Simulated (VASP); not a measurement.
# LiF (kpbe) (Fm-3m) in VASP: further runs

The runs below take LiF (kpbe) through single point, relaxation of cell and atoms, with PBE.

Everything below comes from runs of VASP 6.6.1. Logs are shortened: lines on timing, memory, paths and dates and some standing lists are left out, and cuts for length are marked.

### 1 The cell of the first run

Symmetry: Fm-3m, No. 225, cubic system. Conventional cell: a = 4.083 Å, b = 4.083 Å, c = 4.083 Å, α = 90.00°, β = 90.00°, γ = 90.00°. Within 2.7 Å of Li (site symmetry m-3m) lie 6 F at 2.04 Å. F (site symmetry m-3m) has 6 Li at 2.04 Å within 2.7 Å.

### 2 Single point, PBE

The input, INCAR:

```
SYSTEM = LiF
  PREC = Accurate
  ENCUT = 520
  EDIFF = 1E-7
  ISMEAR = 0
  SIGMA = 0.1
  LREAL = .False.
  LASPH = .True.
  NELM = 60
  ALGO = Normal
  ISIF = 2
  LWAVE = .False.
  LCHARG = .False.
  GGA = PE
  NBANDS = 12
```

The input, KPOINTS:

```
regular mesh
0
Gamma
  8 8 8
  0 0 0
```

The input, POSCAR:

```
LiF
1.0
    0.0000000000      2.0417135700      2.0417135700
    2.0417135700      0.0000000000      2.0417135700
    2.0417135700      2.0417135700      0.0000000000
Li F
1 1
Direct
    0.0000000000      0.0000000000      0.0000000000
    0.5000000000      0.5000000000      0.5000000000
```

Potentials or basis: VASP PAW PBE potentials, release 64 (Li_sv, F).

Run with:

```
$ cat potpaw_PBE.64/Li_sv/POTCAR potpaw_PBE.64/F/POTCAR > POTCAR
$ mpirun -np 1 vasp_std > vasp.out
```

OUTCAR:

```text
SYSTEM = LiF
   PREC = Accurate
   ENCUT = 520
   EDIFF = 1E-7
   ISMEAR = 0
   LREAL = .False.
   LASPH = .True.
   NELM = 60
   ISIF = 2
   GGA = PE

 ion  position               nearest neighbor table
   1  0.000  0.000  0.000-   2 2.04   2 2.04   2 2.04   2 2.04   2 2.04   2 2.04
   2  0.500  0.500  0.500-   1 2.04   1 2.04   1 2.04   1 2.04   1 2.04   1 2.04

  LATTYP: Found a face centered cubic cell.
 ALAT       =     4.0834271400

  Lattice vectors:

 A1 = (   0.0000000000,   2.0417135700,   2.0417135700)
 A2 = (   2.0417135700,   0.0000000000,   2.0417135700)
 A3 = (   2.0417135700,   2.0417135700,   0.0000000000)

Analysis of symmetry for initial positions (statically):
=====================================================================
 Subroutine PRICEL returns:
 Original cell was already a primitive cell.

 Routine SETGRP: Setting up the symmetry group for a
 face centered cubic supercell.

 Subroutine GETGRP returns: Found 48 space group operations
 (whereof 48 operations were pure point group operations)
 out of a pool of 48 trial point group operations.

The static configuration has the point symmetry O_h .

Analysis of symmetry for dynamics (positions and initial velocities):
=====================================================================
 Subroutine PRICEL returns:
 Original cell was already a primitive cell.

 Routine SETGRP: Setting up the symmetry group for a
 face centered cubic supercell.

 Subroutine GETGRP returns: Found 48 space group operations
 (whereof 48 operations were pure point group operations)
 out of a pool of 48 trial point group operations.

The dynamic configuration has the point symmetry O_h .

 Subroutine INISYM returns: Found 48 space group operations
 (whereof 48 operations are pure point group operations),
 and found     1 'primitive' translations

----------------------------------------------------------------------------------------

                                     Primitive cell

  volume of cell :      17.0222

  direct lattice vectors                    reciprocal lattice vectors
     0.000000000  2.041713570  2.041713570    -0.244892333  0.244892333  0.244892333
     2.041713570  0.000000000  2.041713570     0.244892333 -0.244892333  0.244892333
     2.041713570  2.041713570  0.000000000     0.244892333  0.244892333 -0.244892333

  length of vectors
     2.887419021  2.887419021  2.887419021     0.424165964  0.424165964  0.424165964

  position of ions in fractional coordinates (direct lattice)
     0.000000000  0.000000000  0.000000000
     0.500000000  0.500000000  0.500000000

  ion indices of the primitive-cell ions
   primitive index   ion index
                 1           1
                 2           2

----------------------------------------------------------------------------------------

 KPOINTS: regular mesh

Automatic generation of k-mesh.
 Grid dimensions read from file:
 generate k-points for:    8    8    8

 Generating k-lattice:

  Cartesian coordinates                     Fractional coordinates (reciprocal lattice)
    -0.030611542  0.030611542  0.030611542     0.125000000  0.000000000  0.000000000
     0.030611542 -0.030611542  0.030611542     0.000000000  0.125000000  0.000000000
     0.030611542  0.030611542 -0.030611542     0.000000000  0.000000000  0.125000000

  Length of vectors
     0.053020745  0.053020745  0.053020745

  Shift w.r.t. Gamma in fractional coordinates (k-lattice)
     0.000000000  0.000000000  0.000000000

 Subroutine IBZKPT returns following result:
 ===========================================

 Found     29 irreducible k-points:

 Following reciprocal coordinates:
            Coordinates               Weight
  0.000000  0.000000  0.000000      1.000000
  0.125000  0.000000  0.000000      8.000000
  0.250000  0.000000  0.000000      8.000000
  0.375000  0.000000  0.000000      8.000000
  0.500000  0.000000  0.000000      4.000000
  0.125000  0.125000  0.000000      6.000000
[... 16 lines left out ...]
  0.500000  0.250000  0.125000     48.000000
 -0.375000  0.250000  0.125000     24.000000
 [... further k-points ...]
   k-points           NKPTS =     29   k-points in BZ     NKDIM =     29   number of bands    NBANDS=     12
   number of dos      NEDOS =    301   number of ions     NIONS =      2
   total plane-waves  NPLWV =  13824
   dimension x,y,z NGX =    24 NGY =   24 NGZ =   24
   dimension x,y,z NGXF=    48 NGYF=   48 NGZF=   48
   ions per type =               1   1
   NGX,Y,Z   is equivalent  to a cutoff of  13.82, 13.82, 13.82 a.u.
   NGXF,Y,Z  is equivalent  to a cutoff of  27.64, 27.64, 27.64 a.u.
 SYSTEM =  LiF
   PREC   = accura    normal or accurate (medium, high low for compatibility)
   ISTART =      0    job   : 0-new  1-cont  2-samecut
   ICHARG =      2    charge: 1-file 2-atom 10-const
   ISPIN  =      1    spin polarized calculation?
   LNONCOLLINEAR =      F non collinear calculations
   LSORBIT =      F    spin-orbit coupling
   LASPH  =      T    aspherical Exc in radial PAW
   ENCUT  =  520.0 eV  38.22 Ry    6.18 a.u.   5.37  5.37  5.37*2*pi/ulx,y,z
   NELM   =     60;   NELMIN=  2; NELMDL= -5     # of ELM steps
   EDIFF  = 0.1E-06   stopping-criterion for ELM
   LREAL  =      F    real-space projection
   EDIFFG = 0.1E-05   stopping-criterion for IOM
   NSW    =      0    number of steps for IOM
   IBRION =     -1    ionic relax: 0-MD 1-quasi-New 2-CG
   NFREE  =      0    steps in history (QN), initial steepest desc. (CG)
   ISIF   =      2    stress and relaxation
   ISYM   =      2    0-nonsym 1-usesym 2-fastsym
   POTIM  = 0.5000    time-step for ionic-motion
   TEBEG  =    0.0;   TEEND  =   0.0 temperature during run
   PSTRESS=    0.0 pullay stress
   NELECT =      10.0000    total number of electrons
   NUPDOWN=      -1.0000    fix difference up-down
   EMIN   =  10.00;   EMAX   =-10.00  energy-range for DOS
   EFERMI =   0.00;   METHOD = LEGACY
   ISMEAR =     0;   SIGMA  =   0.10  broadening in eV -4-tet -1-fermi 0-gaus
   EFERMI_NEDOS =   21; number of points for ismear=-14 and -15
   IALGO  =     38    algorithm
   IMIX   =      4    mixing-type and parameters
     AMIX     =   0.40;   BMIX     =  1.00
     AMIX_MAG =   1.60;   BMIX_MAG =  1.00
  volume/ion in A,a.u.               =       8.51        57.44
  Fermi-wavevector in a.u.,A,eV,Ry     =   1.371103  2.591009 25.577904  1.879923
  Thomas-Fermi vector in A             =   2.496830
   LORBIT       =      0    0 simple, 1 ext, 2 COOP (PROOUT), +10 PAW based schemes
   GGA     = PE    functional components
   LHFCALC =     F    Hartree Fock is set to
   AEXX    =    0.0000 exact exchange contribution
   IVDW    =     0    specifies the selected vdW correction
   LEPSILON=     F    determine dielectric tensor
   LRPA    =     F    only Hartree local field effects (RPA)
 non-spin polarized calculation
 Gauss-broadening in eV      SIGMA  =   0.10
  energy-cutoff  :      520.00
  volume of cell :       17.02
 maximum number of plane-waves:       471
 NGX is ok and might be reduce to    24
   NGX = 11   NGY = 11   NGZ = 11

 number of electron      10.0000000 magnetization

 number of electron       9.9999995 magnetization

 Free energy of the ion-electron system (eV)
  ---------------------------------------------------
  ext. energy  EPLUGINS =         0.00000000
  ---------------------------------------------------
  free energy    TOTEN  =        -9.64045358 eV

  energy without entropy =       -9.64045358  energy(sigma->0) =       -9.64045358

 E-fermi :  -0.7083     XC(G=0):  -9.7843

 val. band max:       -1.2598378268   @ k =   0.0000   0.0000   0.0000
 cond. band min:       7.4727937814   @ k =   0.0000   0.0000   0.0000
 fundamental gap:      8.7326316083
 Fermi energy:        -0.7082599807

 k-point     1 :       0.0000    0.0000    0.0000
  band No.  band energies     occupation
      1     -42.2765      2.00000
      2     -21.1238      2.00000
      3      -1.2598      2.00000
      4      -1.2598      2.00000
      5      -1.2598      2.00000
      6       7.4728      0.00000
      7      22.1684      0.00000
      8      22.1684      0.00000
      9      22.1684      0.00000
     10      22.6607      0.00000
     11      22.6607      0.00000
     12      22.6607      0.00000

 k-point     2 :       0.1250    0.0000    0.0000
  band No.  band energies     occupation
      1     -42.2694      2.00000
      2     -21.0683      2.00000
      3      -1.6763      2.00000
      4      -1.2928      2.00000
      5      -1.2928      2.00000
      6       7.9136      0.00000
      7      18.9490      0.00000
      8      20.6257      0.00000
      9      20.6257      0.00000
     10      23.8376      0.00000
     11      23.9535      0.00000
     12      23.9535      0.00000

 k-point     3 :       0.2500    0.0000    0.0000
  band No.  band energies     occupation
      1     -42.2521      2.00000
      2     -20.9291      2.00000
      3      -2.5665      2.00000
      4      -1.3701      2.00000
      5      -1.3701      2.00000
      6       8.7589      0.00000
      7      16.3187      0.00000
      8      18.9051      0.00000
      9      18.9051      0.00000
     10      25.1713      0.00000
     11      25.7504      0.00000
     12      25.7504      0.00000
[... 286 lines left out ...]
 k-point    23 :       0.5000    0.2500    0.1250
  band No.  band energies     occupation
      1     -42.2263      2.00000
      2     -20.6715      2.00000
      3      -3.2720      2.00000
      4      -2.3044      2.00000
      5      -1.6481      2.00000
      6      10.7251      0.00000
      7      14.3772      0.00000
      8      17.4177      0.00000
      9      17.7854      0.00000
     10      23.9468      0.00000
     11      28.3620      0.00000
     12      31.0729      0.00000

 k-point    24 :      -0.3750    0.2500    0.1250
  band No.  band energies     occupation
      1     -42.2207      2.00000
      2     -20.6147      2.00000
      3      -3.4665      2.00000
      4      -2.4129      2.00000
      5      -1.7128      2.00000
      6      10.9850      0.00000
      7      14.1139      0.00000
      8      17.3224      0.00000
      9      17.4319      0.00000
     10      25.7586      0.00000
     11      26.8459      0.00000
     12      32.2029      0.00000

 [... further k-points ...]

------------------------ aborting loop because EDIFF is reached ----------------------------------------

  FORCE on cell =-STRESS in cart. coord.  units (eV):
  Direction    XX          YY          ZZ          XY          YZ          ZX
  --------------------------------------------------------------------------------------
  -------------------------------------------------------------------------------------
  Total       -0.1262813     -0.1262813     -0.1262813      0.0000000     -0.0000000      0.0000000
  in kB      -11.8859876    -11.8859876    -11.8859876      0.0000000     -0.0000000      0.0000000
  external PRESSURE =     -11.8859876 kB  Pullay stress =       0.0000000 kB

 VOLUME and BASIS-vectors are now :
 -----------------------------------------------------------------------------
  energy-cutoff  :      520.00
  volume of cell :       17.02
      direct lattice vectors                 reciprocal lattice vectors
     0.000000000  2.041713570  2.041713570    -0.244892333  0.244892333  0.244892333
     2.041713570  0.000000000  2.041713570     0.244892333 -0.244892333  0.244892333
     2.041713570  2.041713570  0.000000000     0.244892333  0.244892333 -0.244892333

 POSITION                                       TOTAL-FORCE (eV/Angst)
 -----------------------------------------------------------------------------------
      0.00000      0.00000      0.00000         0.000000      0.000000     -0.000000
      2.04171      2.04171      2.04171        -0.000000     -0.000000      0.000000
 -----------------------------------------------------------------------------------
    total drift:                               -0.000000     -0.000000      0.000000

  FREE ENERGIE OF THE ION-ELECTRON SYSTEM (eV)
  ---------------------------------------------------
  free  energy   TOTEN  =        -9.6404535842 eV

  energy  without entropy=       -9.6404535842  energy(sigma->0) =       -9.64045358
```

It took 4.3 s on 1 thread of Intel Xeon 6975P-C (Granite Rapids), shared host; peak memory 0.13 GiB.

What came out:

```yaml
Free_energy: -9.6405 eV
Band_gap_on_the_k_mesh: 8.73 eV, direct
```

Caveat: the cutoff is under 1.25 times the usual one of these potentials, so pressure, stress and relaxed cells hold a basis-set (Pulay) error.

(Continued in part 2 of 2.)
